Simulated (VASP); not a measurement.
# NaF: single point with PBE

Crystal: NaF.

```xyz
2
Lattice="0.0000 2.2179 2.2972 2.2179 0.0000 2.2972 2.2179 2.2179 0.0000" Properties=species:S:1:pos:R:3 pbc="T T T"
Na    0.0000    0.0000    0.0000
F     2.2179    2.2179    2.2972
```

This cell differs from its parent crystal: biaxial xy strain -3.5%.

```json
{"Program": "VASP 6.6.1", "Task": "single point", "Functional": "PBE", "Potentials or basis": "VASP PAW PBE potentials, release 64 (Na_pv, F)", "Cutoff": "520 eV", "k mesh": "10 × 10 × 10", "Occupations": "fermi-dirac, width 0.02 eV", "Spin": "no spin polarisation", "Dipole correction": "no", "Further INCAR settings": "ALGO = Normal; EDIFF = 1e-06; NBANDS = 14"}
```

```yaml
Pressure: 8.8 GPa
Band_gap_on_the_k_mesh: 6.84 eV
```

Stress tensor (GPa, compression positive):
```
10.36  0.00  0.00
 0.00 10.36  0.00
 0.00  0.00  5.56
```

Levels at points of the mesh, in eV from the valence-band top:
| k point | band 3 | band 4 | band 5 | band 6 | band 7 | band 8 | band 9 | band 10 | band 11 | band 12 |
| --- | --- | --- | --- | --- | --- | --- | --- | --- | --- | --- |
| (0.00, 0.00, 0.00) | -18.67 | -18.67 | -0.01 | 0.00 | 0.00 | 6.84 | 19.49 | 19.76 | 19.76 | 22.74 |
| (0.50, 0.00, 0.00) | -18.68 | -17.90 | -1.81 | -0.33 | -0.29 | 11.39 | 13.30 | 20.84 | 21.53 | 23.83 |
| (0.50, 0.50, 0.00) | -18.73 | -18.73 | -1.48 | -0.41 | -0.41 | 13.65 | 13.87 | 14.53 | 21.35 | 21.35 |
| (0.50, 0.00, 0.50) | -18.75 | -18.75 | -1.40 | -0.50 | -0.45 | 13.51 | 14.14 | 14.63 | 20.73 | 21.12 |

Wall time 20 s on 1 thread of Intel(R) Xeon(R) Platinum 8175M CPU @ 2.50GHz (Skylake/Cascade Lake), with other jobs on the host, peak memory 0.15 GiB.

Caveat: the cell differs from its parent crystal (biaxial xy strain -3.5%); the cell stands under pressure. A k mesh can miss the band edges.
